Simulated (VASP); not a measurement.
# Au (I4_1/amd) in VASP: further runs

The runs below take Au through single point, relaxation of cell and atoms, with r2SCAN.

Everything below comes from runs of VASP 6.6.1. Logs are shortened: lines on timing, memory, paths and dates and some standing lists are left out, and cuts for length are marked.

## Step 1: The cell of the first run

It takes space group I4_1/amd (No. 141, tetragonal). The conventional cell has a = 5.150 Å, b = 5.150 Å, c = 2.809 Å, α = 90.00°, β = 90.00°, γ = 90.00°. Au (site symmetry -4m2) has 10 Au at 2.67 to 3.33 Å within 3.5 Å.

## Step 2: Single point, r2SCAN

The input, POSCAR:

```
Au
1.0
   -2.5749049620      2.5749049620      1.4046581881
    2.5749049620     -2.5749049620      1.4046581881
    2.5749049620      2.5749049620     -1.4046581881
Au
2
Direct
    0.0000000000      0.0000000000      0.0000000000
    0.7500000000      0.2500000000      0.5000000000
```

The input, INCAR.step1:

```
ALGO = Normal
EDIFF = 1E-4
ENCUT = 520
GGA = PE
ISMEAR = 0
LASPH = T
LCHARG = F
LREAL = F
LWAVE = T
NBANDS = 18
NELM = 60
PREC = Accurate
SIGMA = 0.1
```

The input, INCAR.step2:

```
ALGO = Normal
EDIFF = 1E-7
ENCUT = 520
ISIF = 2
ISMEAR = 0
ISTART = 1
LASPH = T
LCHARG = T
LELF = T
LMIXTAU = T
LREAL = F
LVHAR = T
LWAVE = F
METAGGA = R2SCAN
NBANDS = 18
NELM = 60
PREC = Accurate
SIGMA = 0.1
```

The input, KPOINTS:

```
k-points
0
Gamma
  8 8 8
```

Potentials or basis: VASP PAW PBE potentials, release 64 (Au).

Run with:

```sh
cat potpaw_PBE.64/Au/POTCAR > POTCAR
cp INCAR.step1 INCAR
mpirun -np 1 vasp_std > vasp.out
cp INCAR.step2 INCAR
mpirun -np 1 vasp_std > vasp.out
```

OUTCAR:

```text
EDIFF = 1E-7
   ENCUT = 520
   ISIF = 2
   ISMEAR = 0
   ISTART = 1
   LASPH = T
   LREAL = F
   METAGGA = R2SCAN
   NELM = 60
   PREC = Accurate

 ion  position               nearest neighbor table
   1  0.000  0.000  0.000-   2 2.67   2 2.67   2 2.67   2 2.67   2 3.33   2 3.33   2 3.33   2 3.33

   2  0.750  0.250  0.500-   1 2.67   1 2.67   1 2.67   1 2.67   1 3.33   1 3.33   1 3.33   1 3.33

  LATTYP: Found a body centered tetragonal cell.
 ALAT       =     5.1498099240
 C/A-ratio  =     0.5455184594

  Lattice vectors:

 A1 = (  -2.5749049620,   2.5749049620,   1.4046581881)
 A2 = (   2.5749049620,  -2.5749049620,   1.4046581881)
 A3 = (   2.5749049620,   2.5749049620,  -1.4046581881)

Analysis of symmetry for initial positions (statically):
=====================================================================
 Subroutine PRICEL returns:
 Original cell was already a primitive cell.

 Routine SETGRP: Setting up the symmetry group for a
 body centered tetragonal supercell.

 Subroutine GETGRP returns: Found 16 space group operations
 (whereof  8 operations were pure point group operations)
 out of a pool of 16 trial point group operations.

The static configuration has the point symmetry D_2d.
 The point group associated with its full space group is D_4h.

Analysis of symmetry for dynamics (positions and initial velocities):
=====================================================================
 Subroutine PRICEL returns:
 Original cell was already a primitive cell.

 Routine SETGRP: Setting up the symmetry group for a
 body centered tetragonal supercell.

 Subroutine GETGRP returns: Found 16 space group operations
 (whereof  8 operations were pure point group operations)
 out of a pool of 16 trial point group operations.

The dynamic configuration has the point symmetry D_2d.
 The point group associated with its full space group is D_4h.

 Subroutine INISYM returns: Found 16 space group operations
 (whereof  8 operations are pure point group operations),
 and found     1 'primitive' translations

----------------------------------------------------------------------------------------

                                     Primitive cell

  volume of cell :      37.2523

  direct lattice vectors                    reciprocal lattice vectors
    -2.574904962  2.574904962  1.404658188     0.000000000  0.194181924  0.355958485
     2.574904962 -2.574904962  1.404658188     0.194181924  0.000000000  0.355958485
     2.574904962  2.574904962 -1.404658188     0.194181924  0.194181924  0.000000000

  length of vectors
     3.902990616  3.902990616  3.902990616     0.405478806  0.405478806  0.274614711

  position of ions in fractional coordinates (direct lattice)
     0.000000000  0.000000000  0.000000000
     0.750000000  0.250000000  0.500000000

  ion indices of the primitive-cell ions
   primitive index   ion index
                 1           1
                 2           2

----------------------------------------------------------------------------------------

 KPOINTS: k-points

Automatic generation of k-mesh.
 Grid dimensions read from file:
 generate k-points for:    8    8    8

 Generating k-lattice:

  Cartesian coordinates                     Fractional coordinates (reciprocal lattice)
     0.000000000  0.024272741  0.044494811     0.125000000  0.000000000 -0.000000000
     0.024272741  0.000000000  0.044494811     0.000000000  0.125000000 -0.000000000
     0.024272741  0.024272741  0.000000000     0.000000000  0.000000000  0.125000000

  Length of vectors
     0.050684851  0.050684851  0.034326839

  Shift w.r.t. Gamma in fractional coordinates (k-lattice)
     0.000000000  0.000000000  0.000000000

 Subroutine IBZKPT returns following result:
 ===========================================

 Found     59 irreducible k-points:

 Following reciprocal coordinates:
            Coordinates               Weight
  0.000000  0.000000  0.000000      1.000000
  0.125000  0.000000 -0.000000      8.000000
  0.250000  0.000000 -0.000000      8.000000
  0.375000  0.000000 -0.000000      8.000000
  0.500000  0.000000 -0.000000      4.000000
  0.125000  0.125000 -0.000000      8.000000
[... 16 lines left out ...]
  0.250000  0.125000  0.125000     16.000000
  0.375000  0.125000  0.125000      8.000000
 [... further k-points ...]
   k-points           NKPTS =     59   k-points in BZ     NKDIM =     59   number of bands    NBANDS=     18
   number of dos      NEDOS =    301   number of ions     NIONS =      2
   total plane-waves  NPLWV =  27000
   dimension x,y,z NGX =    30 NGY =   30 NGZ =   30
   dimension x,y,z NGXF=    60 NGYF=   60 NGZF=   60
   ions per type =               2
   NGX,Y,Z   is equivalent  to a cutoff of  12.78, 12.78, 12.78 a.u.
   NGXF,Y,Z  is equivalent  to a cutoff of  25.56, 25.56, 25.56 a.u.
 SYSTEM =  unknown system
   PREC   = accura    normal or accurate (medium, high low for compatibility)
   ISTART =      1    job   : 0-new  1-cont  2-samecut
   ICHARG =      0    charge: 1-file 2-atom 10-const
   ISPIN  =      1    spin polarized calculation?
   LNONCOLLINEAR =      F non collinear calculations
   LSORBIT =      F    spin-orbit coupling
   LASPH  =      T    aspherical Exc in radial PAW
   ENCUT  =  520.0 eV  38.22 Ry    6.18 a.u.   7.26  7.26  7.26*2*pi/ulx,y,z
   NELM   =     60;   NELMIN=  2; NELMDL=  0     # of ELM steps
   EDIFF  = 0.1E-06   stopping-criterion for ELM
   LREAL  =      F    real-space projection
   EDIFFG = 0.1E-05   stopping-criterion for IOM
   NSW    =      0    number of steps for IOM
   IBRION =     -1    ionic relax: 0-MD 1-quasi-New 2-CG
   NFREE  =      0    steps in history (QN), initial steepest desc. (CG)
   ISIF   =      2    stress and relaxation
   ISYM   =      2    0-nonsym 1-usesym 2-fastsym
   POTIM  = 0.5000    time-step for ionic-motion
   TEBEG  =    0.0;   TEEND  =   0.0 temperature during run
   PSTRESS=    0.0 pullay stress
   NELECT =      22.0000    total number of electrons
   NUPDOWN=      -1.0000    fix difference up-down
   EMIN   =  10.00;   EMAX   =-10.00  energy-range for DOS
   EFERMI =   0.00;   METHOD = LEGACY
   ISMEAR =     0;   SIGMA  =   0.10  broadening in eV -4-tet -1-fermi 0-gaus
   EFERMI_NEDOS =   21; number of points for ismear=-14 and -15
   IALGO  =     38    algorithm
   IMIX   =      4    mixing-type and parameters
     AMIX     =   0.40;   BMIX     =  1.00
     AMIX_MAG =   1.60;   BMIX_MAG =  1.00
  volume/ion in A,a.u.               =      18.63       125.70
  Fermi-wavevector in a.u.,A,eV,Ry     =   1.373509  2.595555 25.667742  1.886526
  Thomas-Fermi vector in A             =   2.499019
   LORBIT       =      0    0 simple, 1 ext, 2 COOP (PROOUT), +10 PAW based schemes
   METAGGA = R2SCAN    functional components
   LHFCALC =     F    Hartree Fock is set to
   AEXX    =    0.0000 exact exchange contribution
   IVDW    =     0    specifies the selected vdW correction
   LEPSILON=     F    determine dielectric tensor
   LRPA    =     F    only Hartree local field effects (RPA)
 non-spin polarized calculation
 Gauss-broadening in eV      SIGMA  =   0.10
  energy-cutoff  :      520.00
  volume of cell :       37.25
 maximum number of plane-waves:      1021
 NGX is ok and might be reduce to    30
   NGX = 15   NGY = 15   NGZ = 15

 number of electron      21.9999999 magnetization

 Free energy of the ion-electron system (eV)
  ---------------------------------------------------
  ext. energy  EPLUGINS =         0.00000000
  ---------------------------------------------------
  free energy    TOTEN  =      -100.84372597 eV

  energy without entropy =     -100.83985701  energy(sigma->0) =     -100.84179149

 E-fermi :   7.9258     XC(G=0): -12.9217

 val. band max:        7.9166795249   @ k =   0.5000   0.2500   0.1250
 cond. band min:       7.9465196657   @ k =  -0.3750   0.5000   0.2500
 fundamental gap:      0.0298401408
 Fermi energy:         7.9257572134

 k-point     1 :       0.0000    0.0000    0.0000
  band No.  band energies     occupation
      1      -1.2357      2.00000
      2       1.2245      2.00000
      3       1.4687      2.00000
      4       1.9685      2.00000
      5       2.3985      2.00000
      6       4.7295      2.00000
[... 10 lines left out ...]
     17      23.6607      0.00000
     18      27.4243      0.00000

 k-point     2 :       0.1250    0.0000   -0.0000
  band No.  band energies     occupation
      1      -0.7417      2.00000
      2       1.4233      2.00000
      3       1.5433      2.00000
      4       2.4314      2.00000
      5       2.6565      2.00000
      6       4.0657      2.00000
[... 10 lines left out ...]
     17      23.7397      0.00000
     18      24.4428      0.00000

 k-point     3 :       0.2500    0.0000   -0.0000
  band No.  band energies     occupation
      1       0.4737      2.00000
      2       1.7520      2.00000
      3       1.8725      2.00000
      4       2.9694      2.00000
      5       3.2457      2.00000
      6       3.3777      2.00000
[... 10 lines left out ...]
     17      21.9661      0.00000
     18      22.4646      0.00000

 k-point     4 :       0.3750    0.0000   -0.0000
  band No.  band energies     occupation
      1       1.3070      2.00000
      2       1.8897      2.00000
      3       1.8965      2.00000
      4       2.7009      2.00000
      5       3.2688      2.00000
      6       4.0310      2.00000
[... 10 lines left out ...]
     17      21.1549      0.00000
     18      23.5216      0.00000

 k-point     5 :       0.5000    0.0000   -0.0000
  band No.  band energies     occupation
      1       1.3929      2.00000
      2       1.7196      2.00000
      3       2.1379      2.00000
      4       2.2358      2.00000
      5       3.6439      2.00000
      6       3.8483      2.00000
[... 10 lines left out ...]
     17      20.6411      0.00000
     18      24.5593      0.00000

 k-point     6 :       0.1250    0.1250   -0.0000
  band No.  band energies     occupation
      1       0.3119      2.00000
      2       1.6684      2.00000
      3       1.8363      2.00000
      4       2.9799      2.00000
      5       3.1069      2.00000
      6       3.7784      2.00000
[... 10 lines left out ...]
     17      21.7522      0.00000
     18      22.8564      0.00000

 k-point     7 :       0.2500    0.1250   -0.0000
  band No.  band energies     occupation
      1       1.2394      2.00000
      2       1.6347      2.00000
      3       2.2377      2.00000
      4       2.8540      2.00000
      5       3.1777      2.00000
      6       3.4381      2.00000
[... 10 lines left out ...]
     17      21.2025      0.00000
     18      21.7229      0.00000

 k-point     8 :       0.3750    0.1250   -0.0000
  band No.  band energies     occupation
      1       1.3794      2.00000
      2       1.5727      2.00000
      3       2.3102      2.00000
      4       2.5542      2.00000
      5       3.5154      2.00000
      6       3.6284      2.00000
[... 10 lines left out ...]
     17      20.9769      0.00000
     18      24.0256      0.00000
[... 229 lines left out ...]
     17      21.6791      0.00000
     18      22.0483      0.00000

 k-point    20 :      -0.3750    0.3750    0.0000
  band No.  band energies     occupation
      1       0.6105      2.00000
      2       1.5999      2.00000
      3       2.2426      2.00000
      4       2.3351      2.00000
      5       2.3782      2.00000
      6       3.7451      2.00000
[... 10 lines left out ...]
     17      23.2854      0.00000
     18      23.6124      0.00000

 k-point    21 :       0.5000    0.5000   -0.0000
  band No.  band energies     occupation
      1       1.3458      2.00000
      2       1.3458      2.00000
      3       2.5430      2.00000
      4       2.5430      2.00000
      5       2.9898      2.00000
      6       2.9898      2.00000
[... 10 lines left out ...]
     17      22.9922      0.00000
     18      22.9922      0.00000

 k-point    22 :       0.1250    0.1250    0.1250
  band No.  band energies     occupation
      1       0.8199      2.00000
      2       1.7122      2.00000
      3       2.1916      2.00000
      4       2.7593      2.00000
      5       3.0431      2.00000
      6       3.9485      2.00000
[... 10 lines left out ...]
     17      22.8655      0.00000
     18      22.9467      0.00000

 k-point    23 :       0.2500    0.1250    0.1250
  band No.  band energies     occupation
      1       1.3917      2.00000
      2       1.5671      2.00000
      3       2.4425      2.00000
      4       2.7127      2.00000
      5       3.0800      2.00000
      6       3.8227      2.00000
[... 10 lines left out ...]
     17      21.9186      0.00000
     18      22.3364      0.00000

 k-point    24 :       0.3750    0.1250    0.1250
  band No.  band energies     occupation
      1       1.4052      2.00000
      2       1.5533      2.00000
      3       2.0848      2.00000
      4       2.8988      2.00000
      5       2.9603      2.00000
      6       4.0938      2.00000
[... 10 lines left out ...]
     17      21.4853      0.00000
     18      24.3294      0.00000

 [... further k-points ...]
[... 5 lines left out ...]
  --------------------------------------------------------------------------------------
  -------------------------------------------------------------------------------------
  Total        2.2095081      2.2095081     -1.0601795      0.0000000      0.0000000      0.0000000
  in kB       95.0283349     95.0283349    -45.5970692      0.0000000      0.0000000      0.0000000
  external PRESSURE =      48.1532002 kB  Pullay stress =       0.0000000 kB

 VOLUME and BASIS-vectors are now :
 -----------------------------------------------------------------------------
  energy-cutoff  :      520.00
  volume of cell :       37.25
      direct lattice vectors                 reciprocal lattice vectors
    -2.574904962  2.574904962  1.404658188     0.000000000  0.194181924  0.355958485
     2.574904962 -2.574904962  1.404658188     0.194181924  0.000000000  0.355958485
     2.574904962  2.574904962 -1.404658188     0.194181924  0.194181924  0.000000000

 POSITION                                       TOTAL-FORCE (eV/Angst)
 -----------------------------------------------------------------------------------
      0.00000      0.00000      0.00000         0.000000     -0.000000      0.000000
     -0.00000      2.57490      0.70233        -0.000000      0.000000     -0.000000
 -----------------------------------------------------------------------------------
    total drift:                                0.000000     -0.000000      0.000000

  FREE ENERGIE OF THE ION-ELECTRON SYSTEM (eV)
  ---------------------------------------------------
  free  energy   TOTEN  =      -100.8437259659 eV

  energy  without entropy=     -100.8398570099  energy(sigma->0) =     -100.84179149
```

Wall time 2.2 min (1 thread of Intel Xeon Platinum 8488C (Sapphire Rapids), shared host); peak memory 0.19 GiB.

Results:

```yaml
Free_energy: -100.8437 eV
Pressure: 4.8 GPa
Band_gap_on_the_k_mesh: zero (bands 11 and 12 overlap by 4.81 eV)
```

Levels at points of the mesh, in eV from the Fermi level:
```
           k point  band 9  band 10  band 11  band 12  band 13  band 14
(0.00, 0.00, 0.00)   -3.13    -1.89    -0.93     4.41     4.41     8.14
(0.50, 0.00, 0.00)   -2.27    -1.94     0.47     2.12     5.43     6.73
(0.50, 0.50, 0.00)   -2.52    -2.52    -2.19    -2.19    10.65    10.65
(0.50, 0.50, 0.50)   -2.96    -2.96    -0.81    -0.81     2.30     2.30
```

Caveat: the cell stands under pressure; the PAW data sets were made with another functional, which shifts forces and pressure a little; spin-orbit coupling is left out, which moves the levels of the heavy elements.

## Step 3: Single point, r2SCAN

This run uses another cell than the first one, of 19.14 Å³/atom.

The input, POSCAR:

```
Au
1.0
   -2.6488327691      2.6488327691      1.3636312107
    2.6488327691     -2.6488327691      1.3636312107
    2.6488327691      2.6488327691     -1.3636312107
Au
2
Direct
    0.0000000000      0.0000000000      0.0000000000
    0.7500000000      0.2500000000      0.5000000000
```

The input, INCAR.step1:

```
SYSTEM = Au
ALGO = Normal
EDIFF = 1E-4
ENCUT = 520
GGA = PE
ISMEAR = 0
LASPH = .True.
LCHARG = .False.
LREAL = .False.
LWAVE = .True.
NBANDS = 18
NELM = 100
PREC = Accurate
SIGMA = 0.1
```

The input, INCAR.step2:

```
SYSTEM = Au
ALGO = Normal
EDIFF = 1E-7
ENCUT = 520
ISIF = 2
ISMEAR = 0
ISTART = 1
LASPH = .True.
LCHARG = .False.
LMIXTAU = .True.
LREAL = .False.
LWAVE = .False.
METAGGA = R2SCAN
NBANDS = 18
NELM = 100
PREC = Accurate
SIGMA = 0.1
```

The input, KPOINTS:

```
k-points
0
Gamma
  8 8 8
  0 0 0
```

Potentials or basis: VASP PAW PBE potentials, release 64 (Au).

Run with:

```sh
cat potpaw_PBE.64/Au/POTCAR > POTCAR
cp INCAR.step1 INCAR
mpirun -np 1 vasp_std > vasp.out
cp INCAR.step2 INCAR
mpirun -np 1 vasp_std > vasp.out
```

Run time: 2.2 min. Hardware: 1 thread of Intel Xeon Platinum 8488C (Sapphire Rapids), shared host; peak memory 0.18 GiB.

The run converged. Its results:

* Free energy: -100.9242 eV
* Pressure: 0.6 GPa
* Band gap on the k mesh: zero (bands 11 and 12 overlap by 4.99 eV)

Levels at points of the mesh, in eV from the Fermi level:
| k point | band 9 | band 10 | band 11 | band 12 | band 13 | band 14 |
| --- | --- | --- | --- | --- | --- | --- |
| (0.00, 0.00, 0.00) | -2.69 | -1.89 | -0.94 | 4.11 | 4.11 | 7.25 |
| (0.50, 0.00, 0.00) | -2.18 | -1.71 | 1.07 | 2.91 | 5.51 | 6.93 |
| (0.50, 0.50, 0.00) | -2.29 | -2.29 | -2.10 | -2.10 | 9.99 | 9.99 |
| (0.50, 0.50, 0.50) | -2.57 | -2.57 | -0.69 | -0.69 | 1.98 | 1.98 |

Caveat: the PAW data sets were made with another functional, which shifts forces and pressure a little; spin-orbit coupling is left out, which moves the levels of the heavy elements.

[end of part 1 of 2]
